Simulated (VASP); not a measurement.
Write the native input for VASP 6.6.1 that does the following.

- Task: single point
- Functional: PBEsol
- Potentials or basis: VASP PAW PBE potentials, release 64 (Al, Ni)
- Cutoff: 520 eV
- k mesh: 8 × 8 × 10
- Occupations: gaussian, width 0.15 eV
- Spin: no spin polarisation
- Dipole correction: no
- Further INCAR settings: ALGO = Fast; EDIFF = 1e-07; NBANDS = 40

The structure of Al3Ni5 lies in POSCAR:

```
Al3Ni5
1.0
    3.2933322760     -3.5258004052      0.0000000000
    3.2933322760      3.5258004052      0.0000000000
    0.0000000000      0.0000000000      3.7203545651
Al Ni
3 5
Direct
    0.5000000000      0.5000000000      0.0000000000
    0.7796888787      0.2203111213      0.5000000000
    0.2203111213      0.7796888787      0.5000000000
    0.0000000000      0.0000000000      0.0000000000
    0.0000000000      0.5000000000      0.0000000000
    0.5000000000      0.0000000000      0.0000000000
    0.2762373066      0.2762373066      0.5000000000
    0.7237626934      0.7237626934      0.5000000000
```

This cell differs from its parent crystal: strain -0.0450 x Voigt [0, 1, 0, 0, 0, 0].

The input as run:

INCAR

```
SYSTEM = Al3Ni5
  ALGO = Fast
  EDIFF = 1E-7
  ENCUT = 520
  GGA = PS
  ISIF = 2
  ISMEAR = 0
  LASPH = .TRUE.
  LCHARG = .TRUE.
  LELF = .TRUE.
  LREAL = .FALSE.
  LVHAR = .TRUE.
  LWAVE = .FALSE.
  NBANDS = 40
  NELM = 60
  PREC = Accurate
  SIGMA = 0.15
```

KPOINTS

```
k-points
0
G
  8 8 10
  0 0 0
```

Potentials or basis: VASP PAW PBE potentials, release 64 (Al, Ni).

Command:

```console
$ cat potpaw_PBE.64/Al/POTCAR potpaw_PBE.64/Ni/POTCAR > POTCAR
$ mpirun -np 1 vasp_std > vasp.out
```

It gave:

```yaml
Pressure: 9.8 GPa
Largest_force: 0.078 eV/Å
```

Caveat: the cell differs from its parent crystal (strain -0.0450 x Voigt [0, 1, 0, 0, 0, 0]); the PAW data sets were made with another functional, which shifts forces and pressure a little.

Run time: 3.2 min on 1 thread of Intel(R) Xeon(R) 6975P-C (Granite Rapids) (shared host), peak memory 0.42 GiB.
